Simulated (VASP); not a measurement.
# TePb (rocksalt type) (Fm-3m) in VASP: a series of runs

The runs below take TePb (rocksalt type) through single point, relaxation of cell and atoms, with PBE.

All numbers are computed with VASP 6.6.1; they aren't measurements. Logs are shortened: lines on timing, memory, paths and dates and some standing lists are left out, and cuts for length are marked.

### Step 1. The cell of the first run

It takes space group Fm-3m (No. 225, cubic). The conventional cell has a = 6.567 Å, b = 6.567 Å, c = 6.567 Å, α = 90.00°, β = 90.00°, γ = 90.00°. Within 4.3 Å of Pb (site symmetry m-3m) lie 6 Te at 3.28 Å. Within 4.3 Å of Te (site symmetry m-3m) lie 6 Pb at 3.28 Å.

### Step 2. Single point, PBE

File INCAR:

```
SYSTEM = TePb
PREC = Accurate
ENCUT = 520
EDIFF = 1E-7
ISMEAR = -1
SIGMA = 0.08
LREAL = .FALSE.
LASPH = .TRUE.
NELM = 80
ALGO = Normal
ISIF = 2
LWAVE = .FALSE.
LCHARG = .TRUE.
GGA = PE
LELF = .TRUE.
LVHAR = .TRUE.
NBANDS = 17
```

File KPOINTS:

```
Automatic mesh
0
G
  11 11 11
  0 0 0
```

File POSCAR:

```
TePb
1.0
    0.0000000000      3.2836234366      3.2836234366
    3.2836234366      0.0000000000      3.2836234366
    3.2836234366      3.2836234366      0.0000000000
Pb Te
1 1
Direct
    0.0000000000      0.0000000000      0.0000000000
    0.5000000000      0.5000000000      0.5000000000
```

Potentials or basis: VASP PAW PBE potentials, release 64 (Pb_d, Te).

Run with:

```bash
$ cat potpaw_PBE.64/Pb_d/POTCAR potpaw_PBE.64/Te/POTCAR > POTCAR
$ mpirun -np 1 vasp_std > vasp.out
```

OUTCAR:

```text
SYSTEM = TePb
   PREC = Accurate
   ENCUT = 520
   EDIFF = 1E-7
   ISMEAR = -1
   LREAL = .FALSE.
   LASPH = .TRUE.
   NELM = 80
   ISIF = 2
   GGA = PE

 ion  position               nearest neighbor table
   1  0.000  0.000  0.000-   2 3.28   2 3.28   2 3.28   2 3.28   2 3.28   2 3.28
   2  0.500  0.500  0.500-   1 3.28   1 3.28   1 3.28   1 3.28   1 3.28   1 3.28

  LATTYP: Found a face centered cubic cell.
 ALAT       =     6.5672468732

  Lattice vectors:

 A1 = (   0.0000000000,   3.2836234366,   3.2836234366)
 A2 = (   3.2836234366,   0.0000000000,   3.2836234366)
 A3 = (   3.2836234366,   3.2836234366,   0.0000000000)

Analysis of symmetry for initial positions (statically):
=====================================================================
 Subroutine PRICEL returns:
 Original cell was already a primitive cell.

 Routine SETGRP: Setting up the symmetry group for a
 face centered cubic supercell.

 Subroutine GETGRP returns: Found 48 space group operations
 (whereof 48 operations were pure point group operations)
 out of a pool of 48 trial point group operations.

The static configuration has the point symmetry O_h .

Analysis of symmetry for dynamics (positions and initial velocities):
=====================================================================
 Subroutine PRICEL returns:
 Original cell was already a primitive cell.

 Routine SETGRP: Setting up the symmetry group for a
 face centered cubic supercell.

 Subroutine GETGRP returns: Found 48 space group operations
 (whereof 48 operations were pure point group operations)
 out of a pool of 48 trial point group operations.

The dynamic configuration has the point symmetry O_h .

 Subroutine INISYM returns: Found 48 space group operations
 (whereof 48 operations are pure point group operations),
 and found     1 'primitive' translations

----------------------------------------------------------------------------------------

                                     Primitive cell

  volume of cell :      70.8093

  direct lattice vectors                    reciprocal lattice vectors
     0.000000000  3.283623437  3.283623437    -0.152270810  0.152270810  0.152270810
     3.283623437  0.000000000  3.283623437     0.152270810 -0.152270810  0.152270810
     3.283623437  3.283623437  0.000000000     0.152270810  0.152270810 -0.152270810

  length of vectors
     4.643744798  4.643744798  4.643744798     0.263740779  0.263740779  0.263740779

  position of ions in fractional coordinates (direct lattice)
     0.000000000  0.000000000  0.000000000
     0.500000000  0.500000000  0.500000000

  ion indices of the primitive-cell ions
   primitive index   ion index
                 1           1
                 2           2

----------------------------------------------------------------------------------------

 KPOINTS: Automatic mesh

Automatic generation of k-mesh.
 Grid dimensions read from file:
 generate k-points for:   11   11   11

 Generating k-lattice:

  Cartesian coordinates                     Fractional coordinates (reciprocal lattice)
    -0.013842801  0.013842801  0.013842801     0.090909091  0.000000000  0.000000000
     0.013842801 -0.013842801  0.013842801     0.000000000  0.090909091  0.000000000
     0.013842801  0.013842801 -0.013842801     0.000000000  0.000000000  0.090909091

  Length of vectors
     0.023976434  0.023976434  0.023976434

  Shift w.r.t. Gamma in fractional coordinates (k-lattice)
     0.000000000  0.000000000  0.000000000

 Subroutine IBZKPT returns following result:
 ===========================================

 Found     56 irreducible k-points:

 Following reciprocal coordinates:
            Coordinates               Weight
  0.000000  0.000000  0.000000      1.000000
  0.090909  0.000000  0.000000      8.000000
  0.181818  0.000000  0.000000      8.000000
  0.272727  0.000000  0.000000      8.000000
  0.363636  0.000000  0.000000      8.000000
  0.454545  0.000000  0.000000      8.000000
[... 16 lines left out ...]
 -0.272727  0.181818  0.000000     24.000000
 -0.181818  0.181818  0.000000     12.000000
 [... further k-points ...]
   k-points           NKPTS =     56   k-points in BZ     NKDIM =     56   number of bands    NBANDS=     17
   number of dos      NEDOS =    301   number of ions     NIONS =      2
   total plane-waves  NPLWV =  46656
   dimension x,y,z NGX =    36 NGY =   36 NGZ =   36
   dimension x,y,z NGXF=    72 NGYF=   72 NGZF=   72
   ions per type =               1   1
   NGX,Y,Z   is equivalent  to a cutoff of  12.89, 12.89, 12.89 a.u.
   NGXF,Y,Z  is equivalent  to a cutoff of  25.78, 25.78, 25.78 a.u.
 SYSTEM =  TePb
   PREC   = accura    normal or accurate (medium, high low for compatibility)
   ISTART =      0    job   : 0-new  1-cont  2-samecut
   ICHARG =      2    charge: 1-file 2-atom 10-const
   ISPIN  =      1    spin polarized calculation?
   LNONCOLLINEAR =      F non collinear calculations
   LSORBIT =      F    spin-orbit coupling
   LASPH  =      T    aspherical Exc in radial PAW
   ENCUT  =  520.0 eV  38.22 Ry    6.18 a.u.   8.63  8.63  8.63*2*pi/ulx,y,z
   NELM   =     80;   NELMIN=  2; NELMDL= -5     # of ELM steps
   EDIFF  = 0.1E-06   stopping-criterion for ELM
   LREAL  =      F    real-space projection
   EDIFFG = 0.1E-05   stopping-criterion for IOM
   NSW    =      0    number of steps for IOM
   IBRION =     -1    ionic relax: 0-MD 1-quasi-New 2-CG
   NFREE  =      0    steps in history (QN), initial steepest desc. (CG)
   ISIF   =      2    stress and relaxation
   ISYM   =      2    0-nonsym 1-usesym 2-fastsym
   POTIM  = 0.5000    time-step for ionic-motion
   TEBEG  =    0.0;   TEEND  =   0.0 temperature during run
   PSTRESS=    0.0 pullay stress
   NELECT =      20.0000    total number of electrons
   NUPDOWN=      -1.0000    fix difference up-down
   EMIN   =  10.00;   EMAX   =-10.00  energy-range for DOS
   EFERMI =   0.00;   METHOD = LEGACY
   ISMEAR =    -1;   SIGMA  =   0.08  broadening in eV -4-tet -1-fermi 0-gaus
   EFERMI_NEDOS =   21; number of points for ismear=-14 and -15
   IALGO  =     38    algorithm
   IMIX   =      4    mixing-type and parameters
     AMIX     =   0.40;   BMIX     =  1.00
     AMIX_MAG =   1.60;   BMIX_MAG =  1.00
  volume/ion in A,a.u.               =      35.40       238.92
  Fermi-wavevector in a.u.,A,eV,Ry     =   1.074125  2.029802 15.697647  1.153744
  Thomas-Fermi vector in A             =   2.209944
   LORBIT       =      0    0 simple, 1 ext, 2 COOP (PROOUT), +10 PAW based schemes
   GGA     = PE    functional components
   LHFCALC =     F    Hartree Fock is set to
   AEXX    =    0.0000 exact exchange contribution
   IVDW    =     0    specifies the selected vdW correction
   LEPSILON=     F    determine dielectric tensor
   LRPA    =     F    only Hartree local field effects (RPA)
 non-spin polarized calculation
  energy-cutoff  :      520.00
  volume of cell :       70.81
 maximum number of plane-waves:      1921
   NGX = 17   NGY = 17   NGZ = 17

 number of electron      19.9999999 magnetization

 Free energy of the ion-electron system (eV)
  ---------------------------------------------------
  ext. energy  EPLUGINS =         0.00000000
  ---------------------------------------------------
  free energy    TOTEN  =        -7.52307621 eV

  energy without entropy =       -7.52298132  energy(sigma->0) =       -7.52302876

 E-fermi :   5.4787     XC(G=0):  -9.0835

 val. band max:        4.9666974115   @ k =   0.4545   0.0000   0.0000
 cond. band min:       5.9038333223   @ k =   0.4545   0.0000   0.0000
 fundamental gap:      0.9371359108
 Fermi energy:         5.4787067865

 k-point     1 :       0.0000    0.0000    0.0000
  band No.  band energies     occupation
      1     -11.6370      2.00000
      2     -11.6370      2.00000
      3     -11.6313      2.00000
      4     -11.6313      2.00000
      5     -11.6313      2.00000
      6      -6.6148      2.00000
[... 9 lines left out ...]
     16      10.9192      0.00000
     17      12.4330      0.00000

 k-point     2 :       0.0909    0.0000    0.0000
  band No.  band energies     occupation
      1     -11.6377      2.00000
      2     -11.6377      2.00000
      3     -11.6311      2.00000
      4     -11.6303      2.00000
      5     -11.6303      2.00000
      6      -6.5485      2.00000
[... 9 lines left out ...]
     16      11.0714      0.00000
     17      12.9560      0.00000

 k-point     3 :       0.1818    0.0000    0.0000
  band No.  band energies     occupation
      1     -11.6401      2.00000
      2     -11.6401      2.00000
      3     -11.6305      2.00000
      4     -11.6274      2.00000
      5     -11.6274      2.00000
      6      -6.3538      2.00000
[... 9 lines left out ...]
     16      11.4945      0.00000
     17      14.1088      0.00000

 k-point     4 :       0.2727    0.0000    0.0000
  band No.  band energies     occupation
      1     -11.6434      2.00000
      2     -11.6434      2.00000
      3     -11.6299      2.00000
      4     -11.6233      2.00000
      5     -11.6233      2.00000
      6      -6.0470      2.00000
[... 9 lines left out ...]
     16      12.1594      0.00000
     17      15.3943      0.00000
[... 343 lines left out ...]
      1     -11.6536      2.00000
      2     -11.6454      2.00000
      3     -11.6262      2.00000
      4     -11.6200      2.00000
      5     -11.6180      2.00000
      6      -5.2950      2.00000
[... 9 lines left out ...]
     16      13.1081      0.00000
     17      15.4695      0.00000

 k-point    23 :      -0.2727    0.1818    0.0000
  band No.  band energies     occupation
      1     -11.6486      2.00000
      2     -11.6457      2.00000
      3     -11.6274      2.00000
      4     -11.6215      2.00000
      5     -11.6202      2.00000
      6      -5.6138      2.00000
[... 9 lines left out ...]
     16      14.1051      0.00000
     17      14.5958      0.00000

 k-point    24 :      -0.1818    0.1818    0.0000
  band No.  band energies     occupation
      1     -11.6447      2.00000
      2     -11.6437      2.00000
      3     -11.6292      2.00000
      4     -11.6248      2.00000
      5     -11.6214      2.00000
      6      -5.9487      2.00000
[... 9 lines left out ...]
     16      13.4367      0.00000
     17      13.6919      0.00000

 [... further k-points ...]

------------------------ aborting loop because EDIFF is reached ----------------------------------------

  FORCE on cell =-STRESS in cart. coord.  units (eV):
  Direction    XX          YY          ZZ          XY          YZ          ZX
  --------------------------------------------------------------------------------------
  -------------------------------------------------------------------------------------
  Total       -0.0006039     -0.0006039     -0.0006039     -0.0000000      0.0000000     -0.0000000
  in kB       -0.0136638     -0.0136638     -0.0136638     -0.0000000      0.0000000     -0.0000000
  external PRESSURE =      -0.0136638 kB  Pullay stress =       0.0000000 kB

 VOLUME and BASIS-vectors are now :
 -----------------------------------------------------------------------------
  energy-cutoff  :      520.00
  volume of cell :       70.81
      direct lattice vectors                 reciprocal lattice vectors
     0.000000000  3.283623437  3.283623437    -0.152270810  0.152270810  0.152270810
     3.283623437  0.000000000  3.283623437     0.152270810 -0.152270810  0.152270810
     3.283623437  3.283623437  0.000000000     0.152270810  0.152270810 -0.152270810

 POSITION                                       TOTAL-FORCE (eV/Angst)
 -----------------------------------------------------------------------------------
      0.00000      0.00000      0.00000         0.000000      0.000000      0.000000
      3.28362      3.28362      3.28362         0.000000      0.000000     -0.000000
 -----------------------------------------------------------------------------------
    total drift:                               -0.000000      0.000000      0.000000

  FREE ENERGIE OF THE ION-ELECTRON SYSTEM (eV)
  ---------------------------------------------------
  free  energy   TOTEN  =        -7.5230762057 eV

  energy  without entropy=       -7.5229813157  energy(sigma->0) =       -7.52302876
```

It took 54 s on 1 thread of Intel Xeon Platinum 8259CL at 2.50GHz (Skylake/Cascade Lake), shared host; peak memory 0.24 GiB.

What came out:

```yaml
Free_energy: -7.5231 eV
Pressure: 0.0 GPa
```

Caveat: this odd mesh misses L, so gap, dielectric constants and Born charges aren't listed; spin-orbit coupling is left out, which moves the levels of the heavy elements.

### Step 3. Relaxation of cell and atoms, PBE

This run uses another cell than the first one, of 29.37 Å³/atom.

File INCAR:

```
SYSTEM = TePb
ALGO = Normal
EDIFF = 1E-7
EDIFFG = -0.005
ENCUT = 600
GGA = PE
IBRION = 2
ISIF = 3
ISMEAR = -1
LASPH = .True.
LCHARG = .False.
LREAL = .False.
LWAVE = .False.
NELM = 80
NSW = 60
PREC = Accurate
SIGMA = 0.08
```

File KPOINTS:

```
k-points
0
Gamma
  11 11 11
  0 0 0
```

File POSCAR:

```
TePb
1.0
    0.0000000000      3.0853790180      3.0853790180
    3.0853790180      0.0000000000      3.0853790180
    3.0853790180      3.0853790180      0.0000000000
Pb Te
1 1
Direct
    0.0000000000      0.0000000000      0.0000000000
    0.5000000000      0.5000000000      0.5000000000
```

Potentials or basis: VASP PAW PBE potentials, release 64 (Pb_d, Te).

Run with:

```bash
$ cat potpaw_PBE.64/Pb_d/POTCAR potpaw_PBE.64/Te/POTCAR > POTCAR
$ mpirun -np 1 vasp_std > vasp.out
```

Wall time 2.6 min (1 thread of Intel Xeon Platinum 8259CL at 2.50GHz (Skylake/Cascade Lake), shared host); peak memory 0.26 GiB.

It converged, with:

```yaml
Free_energy: -7.5210 eV
Relaxed_volume: 35.39 Å³/atom
Relaxed_cell: a = 4.643 Å, b = 4.643 Å, c = 4.643 Å, α = 60.00°, β = 60.00°, γ = 60.00°
Space_group_after_relaxing_to_0.1_Å: Fm-3m (No. 225)
Energy_gained_by_relaxing: 174.8 meV/atom
Ionic_steps: 5
Pressure_after_relaxing: 0.0 GPa
```

The path:
| step | energy change (eV) | largest force (eV/Å) | pressure (GPa) | volume (Å³) |
| --- | --- | --- | --- | --- |
| 1 | 0.0000 | 0.0000 | 11.03 | 58.74 |
| 2 | -0.2820 | 0.0000 | -2.89 | 77.66 |
| 3 | -0.3495 | 0.0000 | 0.05 | 70.71 |
| 4 | -0.3495 | 0.0000 | -0.09 | 70.96 |
| 5 | -0.3495 | 0.0000 | 0.01 | 70.78 |

Final structure:
```
Pb Te
1.0
     0.00000    3.28317    3.28317
     3.28317    0.00000    3.28317
     3.28317    3.28317    0.00000
Pb Te
1 1
Direct
  0.00000 0.00000 0.00000
  0.50000 0.50000 0.50000
```

Levels at points of the mesh, in eV from the Fermi level:
```
           k point  band 7  band 8  band 9  band 10  band 11  band 12  band 13  band 14
(0.00, 0.00, 0.00)   -6.18   -1.63   -1.63    -1.63     3.56     3.56     3.56     5.44
```

Caveat: this odd mesh misses L, so gap, dielectric constants and Born charges aren't listed; the volume moved by over 15 % at a fixed basis, so the end points are rough; spin-orbit coupling is left out, which moves the levels of the heavy elements.

### Step 4. Relaxation of cell and atoms, PBE, target pressure 3.3 GPa, at which the enthalpy is minimised

This run uses another cell than the first one, of 32.93 Å³/atom.

File INCAR:

```
PREC = Accurate
ENCUT = 600
EDIFF = 1E-7
ISMEAR = -1
SIGMA = 0.08
LREAL = F
LASPH = T
NELM = 80
ALGO = Normal
ISIF = 3
LWAVE = F
LCHARG = F
GGA = PE
IBRION = 2
NSW = 60
EDIFFG = -0.005
PSTRESS = 33.0
```

File KPOINTS:

```
regular mesh
0
Gamma
  11 11 11
```

File POSCAR:

```
TePb
1.0
    0.0000000000      3.2051448616      3.2051448616
    3.2051448616      0.0000000000      3.2051448616
    3.2051448616      3.2051448616      0.0000000000
Pb Te
1 1
Direct
    0.0000000000      0.0000000000      0.0000000000
    0.5000000000      0.5000000000      0.5000000000
```

Run with:

```bash
$ cat potpaw_PBE.64/Pb_d/POTCAR potpaw_PBE.64/Te/POTCAR > POTCAR
$ mpirun -np 1 vasp_std > vasp.out
```

It took 31 s on 1 thread of Intel Xeon 6975P-C (Granite Rapids), shared host; peak memory 0.26 GiB.

Results (log left out):

| Item | Value |
| --- | --- |
| Free energy | -7.4755 eV |
| Relaxed volume | 32.96 Å³/atom |
| Relaxed cell | a = 4.534 Å, b = 4.534 Å, c = 4.534 Å, α = 60.00°, β = 60.00°, γ = 60.00° |
| Space group after relaxing (to 0.1 Å) | Fm-3m (No. 225) |
| Energy change on relaxing (the run minimises the enthalpy) | -0.6 meV/atom |
| Ionic steps | 2 |
| Pressure after relaxing | 3.3 GPa |

The path:
| step | energy change (eV) | largest force (eV/Å) | pressure (GPa) | volume (Å³) |
| --- | --- | --- | --- | --- |
| 1 | 0.0000 | 0.0000 | 3.33 | 65.85 |
| 2 | -0.0012 | 0.0000 | 3.28 | 65.91 |

Final structure:
```xyz
2
Lattice="0.0000 3.2061 3.2061 3.2061 0.0000 3.2061 3.2061 3.2061 0.0000" Properties=species:S:1:pos:R:3 pbc="T T T"
Pb    0.0000    3.2061    3.2061
Te    3.2061    3.2061    3.2061
```

Levels at points of the mesh, in eV from the Fermi level:
```csv
k point,band 8,band 9,band 10,band 11,band 12,band 13
"(0.00, 0.00, 0.00)",-1.82,-1.82,-1.82,3.72,3.72,3.72
```

Caveat: this odd mesh misses L, so gap, dielectric constants and Born charges aren't listed; the cell is relaxed towards a set pressure, so the run minimises the enthalpy, not the energy; spin-orbit coupling is left out, which moves the levels of the heavy elements.

(Part 1 of 2 ends here.)
